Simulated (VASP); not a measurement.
# SmSc2As3 (P-4m2) in VASP: relaxation of cell and atoms with PBE

Aim: the relaxation of cell and atoms of SmSc2As3 with PBE.

Everything below comes from runs of VASP 6.6.1. Logs are shortened: lines on timing, memory, paths and dates and some standing lists are left out, and cuts for length are marked.

### 1 The cell of the first run

Symmetry: P-4m2, No. 115, tetragonal system. The conventional cell has a = 3.991 Å, b = 3.991 Å, c = 8.294 Å, α = 90.00°, β = 90.00°, γ = 90.00°. Sm (site symmetry -4m2) has 8 As at 2.82 to 3.31 Å and 4 Sc at 3.56 Å within 3.7 Å. Sc (site symmetry 2mm) has 7 As at 2.70 to 3.56 Å and 2 Sm at 3.56 Å and 4 Sc at 3.70 Å within 3.7 Å. As (site symmetry 2mm) has 5 Sc at 2.70 to 2.84 Å and 2 Sm at 3.31 Å and 2 As at 3.31 Å within 3.6 Å. As (site symmetry -4m2) has 4 Sm at 2.82 Å and 4 As at 3.31 Å and 4 Sc at 3.56 Å within 3.7 Å.

The cell was generated, and may not be a known phase.

### 2 Relaxation of cell and atoms, PBE

INCAR

```
SYSTEM = SmSc2As3
PREC = Accurate
ENCUT = 500
EDIFF = 1E-7
ISMEAR = 0
SIGMA = 0.1
LREAL = .False.
LASPH = .True.
NELM = 200
ALGO = Normal
ISIF = 3
LWAVE = .False.
LCHARG = .False.
GGA = PE
IBRION = 2
NSW = 100
EDIFFG = -0.01
GGA_COMPAT = .False.
NELMIN = 4
LMAXMIX = 6
```

KPOINTS

```
regular mesh
0
Gamma
  10 10 6
  0 0 0
```

POSCAR

```
SmSc2As3
1.0
    3.9914946806      0.0000000000      0.0000000000
    0.0000000000      3.9914946806      0.0000000000
    0.0000000000      0.0000000000      8.2936796931
Sm Sc As
1 2 3
Direct
    0.0000000000      0.0000000000      0.0000000000
    0.0000000000      0.5000000000      0.6439203687
    0.5000000000      0.0000000000      0.3560796313
    0.0000000000      0.5000000000      0.3180194260
    0.5000000000      0.0000000000      0.6819805740
    0.5000000000      0.5000000000      0.0000000000
```

Potentials or basis: VASP PAW PBE potentials, release 64 (Sm_3, Sc_sv, As), 4f in core.

Command:

```bash
$ cat potpaw_PBE.64/Sm_3/POTCAR potpaw_PBE.64/Sc_sv/POTCAR potpaw_PBE.64/As/POTCAR > POTCAR
$ mpirun -np 1 vasp_std > vasp.out
```

OUTCAR:

```text
SYSTEM = SmSc2As3
   PREC = Accurate
   ENCUT = 500
   EDIFF = 1E-7
   ISMEAR = 0
   LREAL = .False.
   LASPH = .True.
   NELM = 200
   ISIF = 3
   GGA = PE
   IBRION = 2
   NSW = 100
   EDIFFG = -0.01
   NELMIN = 4

 ion  position               nearest neighbor table
   1  0.000  0.000  0.000-   6 2.82   6 2.82   6 2.82   6 2.82   5 3.31   5 3.31   4 3.31   4 3.31
                             3 3.56   2 3.56   3 3.56   2 3.56
   2  0.000  0.500  0.644-   4 2.70   5 2.84   5 2.84   5 2.84   5 2.84   1 3.56   1 3.56
   3  0.500  0.000  0.356-   5 2.70   4 2.84   4 2.84   4 2.84   4 2.84   1 3.56   1 3.56
   4  0.000  0.500  0.318-   2 2.70   3 2.84   3 2.84   3 2.84   3 2.84   1 3.31   1 3.31
   5  0.500  0.000  0.682-   3 2.70   2 2.84   2 2.84   2 2.84   2 2.84   1 3.31   1 3.31
   6  0.500  0.500  0.000-   1 2.82   1 2.82   1 2.82   1 2.82

  LATTYP: Found a simple tetragonal cell.
 ALAT       =     3.9914946806
 C/A-ratio  =     2.0778380924

  Lattice vectors:

 A1 = (   3.9914946806,   0.0000000000,   0.0000000000)
 A2 = (   0.0000000000,   3.9914946806,   0.0000000000)
 A3 = (   0.0000000000,   0.0000000000,   8.2936796931)

Analysis of symmetry for initial positions (statically):
=====================================================================
 Subroutine PRICEL returns:
 Original cell was already a primitive cell.

 Routine SETGRP: Setting up the symmetry group for a
 simple tetragonal supercell.

 Subroutine GETGRP returns: Found  8 space group operations
 (whereof  8 operations were pure point group operations)
 out of a pool of 16 trial point group operations.

The static configuration has the point symmetry D_2d.

Analysis of symmetry for dynamics (positions and initial velocities):
=====================================================================
 Subroutine PRICEL returns:
 Original cell was already a primitive cell.

 Routine SETGRP: Setting up the symmetry group for a
 simple tetragonal supercell.

 Subroutine GETGRP returns: Found  8 space group operations
 (whereof  8 operations were pure point group operations)
 out of a pool of 16 trial point group operations.

The dynamic configuration has the point symmetry D_2d.

 Subroutine INISYM returns: Found  8 space group operations
 (whereof  8 operations are pure point group operations),
 and found     1 'primitive' translations

----------------------------------------------------------------------------------------

                                     Primitive cell

  volume of cell :     132.1352

  direct lattice vectors                    reciprocal lattice vectors
[... 108 lines left out ...]
   EMIN   =  10.00;   EMAX   =-10.00  energy-range for DOS
   EFERMI =   0.00;   METHOD = LEGACY
   ISMEAR =     0;   SIGMA  =   0.10  broadening in eV -4-tet -1-fermi 0-gaus
   EFERMI_NEDOS =   21; number of points for ismear=-14 and -15
   IALGO  =     38    algorithm
   IMIX   =      4    mixing-type and parameters
     AMIX     =   0.40;   BMIX     =  1.00
     AMIX_MAG =   1.60;   BMIX_MAG =  1.00
  volume/ion in A,a.u.               =      22.02       148.62
  Fermi-wavevector in a.u.,A,eV,Ry     =   1.168107  2.207401 18.564781  1.364473
  Thomas-Fermi vector in A             =   2.304598
   LORBIT       =      0    0 simple, 1 ext, 2 COOP (PROOUT), +10 PAW based schemes
   GGA     = PE    functional components
   LHFCALC =     F    Hartree Fock is set to
   AEXX    =    0.0000 exact exchange contribution
   IVDW    =     0    specifies the selected vdW correction
   LEPSILON=     F    determine dielectric tensor
   LRPA    =     F    only Hartree local field effects (RPA)
 conjugate gradient relaxation of ions
 non-spin polarized calculation
 Gauss-broadening in eV      SIGMA  =   0.10
  energy-cutoff  :      500.00
  volume of cell :      132.14
 maximum number of plane-waves:      3384
 NGX is ok and might be reduce to    30
   NGX = 15   NGY = 15   NGZ = 31

--------------------------------------- Ionic step        1  -------------------------------------------

 number of electron      48.0000009 magnetization

 Free energy of the ion-electron system (eV)
  ---------------------------------------------------
  ext. energy  EPLUGINS =         0.00000000
  ---------------------------------------------------
  free energy    TOTEN  =       -37.70073300 eV

  energy without entropy =      -37.68993052  energy(sigma->0) =      -37.69533176

------------------------ aborting loop because EDIFF is reached ----------------------------------------

  FORCE on cell =-STRESS in cart. coord.  units (eV):
  Direction    XX          YY          ZZ          XY          YZ          ZX
  --------------------------------------------------------------------------------------
  -------------------------------------------------------------------------------------
  Total        0.0502710      0.0502710      0.5080908      0.0000000      0.0000000      0.0000000
  in kB        0.6095501      0.6095501      6.1607496      0.0000000      0.0000000      0.0000000
  external PRESSURE =       2.4599499 kB  Pullay stress =       0.0000000 kB
[... 227 lines left out ...]
--------------------------------------- Ionic step        7  -------------------------------------------

 number of electron      48.0000009 magnetization

 Free energy of the ion-electron system (eV)
  ---------------------------------------------------
  ext. energy  EPLUGINS =         0.00000000
  ---------------------------------------------------
  free energy    TOTEN  =       -37.70231216 eV

  energy without entropy =      -37.69180700  energy(sigma->0) =      -37.69705958

 E-fermi :   4.9451     XC(G=0): -10.3340

 val. band max:        4.9440152488   @ k =   0.1000   0.0000   0.0000
 cond. band min:       4.9489372876   @ k =   0.4000   0.3000   0.1667
 fundamental gap:      0.0049220388
 Fermi energy:         4.9451212966

 k-point     1 :       0.0000    0.0000    0.0000
  band No.  band energies     occupation
      1     -45.0863      2.00000
      2     -45.0782      2.00000
      3     -35.9238      2.00000
      4     -23.7296      2.00000
      5     -23.7216      2.00000
      6     -23.7216      2.00000
[... 733 lines left out ...]
     27       5.8110      0.00000
     28       5.9348      0.00000

 [... further k-points ...]

------------------------ aborting loop because EDIFF is reached ----------------------------------------

  FORCE on cell =-STRESS in cart. coord.  units (eV):
  Direction    XX          YY          ZZ          XY          YZ          ZX
  --------------------------------------------------------------------------------------
  -------------------------------------------------------------------------------------
  Total        0.0073718      0.0073718      0.0044887      0.0000000      0.0000000      0.0000000
  in kB        0.0889336      0.0889336      0.0541521      0.0000000      0.0000000      0.0000000
  external PRESSURE =       0.0773398 kB  Pullay stress =       0.0000000 kB
[... 21 lines left out ...]
  FREE ENERGIE OF THE ION-ELECTRON SYSTEM (eV)
  ---------------------------------------------------
  free  energy   TOTEN  =       -37.7023121551 eV

  energy  without entropy=      -37.6918070030  energy(sigma->0) =      -37.69705958

 reached required accuracy - stopping structural energy minimisation
```

OSZICAR:

```text
N       E                     dE             d eps       ncg     rms          rms(c)
DAV:   1     0.658397859529E+03    0.65840E+03   -0.20399E+04  4712   0.158E+03
[... 61 lines left out ...]
DAV:   1    -0.377023760773E+02   -0.14017E-03   -0.25049E-02  6808   0.221E+00    0.790E-02
DAV:   2    -0.377023462280E+02    0.29849E-04   -0.14772E-03  6412   0.324E-01    0.315E-02
DAV:   3    -0.377023202434E+02    0.25985E-04   -0.89914E-05  7200   0.803E-02    0.162E-02
DAV:   4    -0.377023133989E+02    0.68445E-05   -0.26357E-05  7408   0.493E-02    0.702E-03
DAV:   5    -0.377023127046E+02    0.69433E-06   -0.29232E-06  6668   0.127E-02    0.298E-03
DAV:   6    -0.377023123009E+02    0.40364E-06   -0.11752E-07  3584   0.369E-03    0.995E-04
DAV:   7    -0.377023121356E+02    0.16536E-06   -0.37226E-08  3336   0.349E-03    0.255E-04
DAV:   8    -0.377023121551E+02   -0.19513E-07   -0.17356E-08  3316   0.205E-03
   7 F= -.37702312E+02 E0= -.37697060E+02  d E =-.169542E-03
```

It took 8.6 min on 1 thread of Intel Xeon 6975P-C (Granite Rapids), shared host; peak memory 0.46 GiB.

Results:

- Free energy: -37.7023 eV
- Relaxed volume: 22.13 Å³/atom
- Relaxed cell: a = 3.989 Å, b = 3.989 Å, c = 8.348 Å, α = 90.00°, β = 90.00°, γ = 90.00°
- Space group after relaxing (to 0.1 Å): P-4m2 (No. 115)
- Energy gained by relaxing: 0.3 meV/atom
- Ionic steps: 7
- Pressure after relaxing: 0.0 GPa
- Largest force after relaxing: 0.006 eV/Å
- Band gap on the k mesh: zero (bands 24 and 25 overlap by 0.90 eV)

Forces in eV/Å, atoms in the order of the input:
```
Sm   0.000  0.000  0.000
Sc   0.000  0.000  0.001
Sc   0.000  0.000 -0.001
As   0.000  0.000  0.006
As   0.000  0.000 -0.006
As   0.000  0.000  0.000
```

Step by step:
| step | energy change (eV) | largest force (eV/Å) | pressure (GPa) | volume (Å³) |
| --- | --- | --- | --- | --- |
| 1 | 0.0000 | 0.0295 | 0.25 | 132.14 |
| 2 | -0.0011 | 0.0257 | -0.09 | 132.78 |
| 3 | -0.0011 | 0.0278 | -0.11 | 132.82 |
| 4 | -0.0014 | 0.0274 | 0.03 | 132.67 |
| 5 | -0.0014 | 0.0273 | 0.03 | 132.68 |
| 6 | -0.0015 | 0.0193 | 0.02 | 132.73 |
| 7 | -0.0016 | 0.0062 | 0.01 | 132.81 |

Final structure:
```cif
data_structure
_symmetry_space_group_name_H-M 'P 1'
_symmetry_Int_Tables_number 1
_cell_length_a 3.9886
_cell_length_b 3.9886
_cell_length_c 8.3478
_cell_angle_alpha 90.000
_cell_angle_beta 90.000
_cell_angle_gamma 90.000
_cell_volume 132.81
loop_
_atom_site_label
_atom_site_type_symbol
_atom_site_fract_x
_atom_site_fract_y
_atom_site_fract_z
_atom_site_occupancy
Sm1 Sm 0.00000 0.00000 0.00000 1
Sc1 Sc 0.00000 0.50000 0.64388 1
Sc2 Sc 0.50000 0.00000 0.35612 1
As1 As 0.00000 0.50000 0.31858 1
As2 As 0.50000 0.00000 0.68142 1
As3 As 0.50000 0.50000 0.00000 1
```

Levels at points of the mesh, in eV from the Fermi level:
| k point | band 21 | band 22 | band 23 | band 24 | band 25 | band 26 | band 27 | band 28 |
| --- | --- | --- | --- | --- | --- | --- | --- | --- |
| (0.00, 0.00, 0.00) | -1.20 | -1.11 | -0.66 | -0.11 | -0.11 | 0.19 | 1.05 | 1.06 |
| (0.50, 0.00, 0.00) | -2.19 | -2.13 | -1.81 | -0.78 | 0.67 | 1.46 | 1.89 | 1.91 |
| (0.50, 0.50, 0.00) | -2.74 | -1.79 | -1.79 | -0.72 | 0.14 | 0.66 | 1.86 | 1.86 |
| (0.00, 0.00, 0.50) | -1.30 | -1.30 | -0.59 | 0.36 | 0.43 | 0.43 | 0.56 | 0.60 |
| (0.50, 0.00, 0.50) | -2.16 | -1.93 | -1.73 | -0.55 | 0.85 | 1.17 | 1.75 | 1.91 |
| (0.50, 0.50, 0.50) | -2.30 | -1.43 | -1.23 | -1.23 | -0.18 | 0.88 | 0.88 | 1.95 |

Caveat: spin-orbit coupling is left out, which moves the levels of the heavy elements; the 4f electrons are frozen in the core, so they carry no moment and show no levels. Spin polarisation is off, so any magnetic state and its effect on volume and gap are missing.
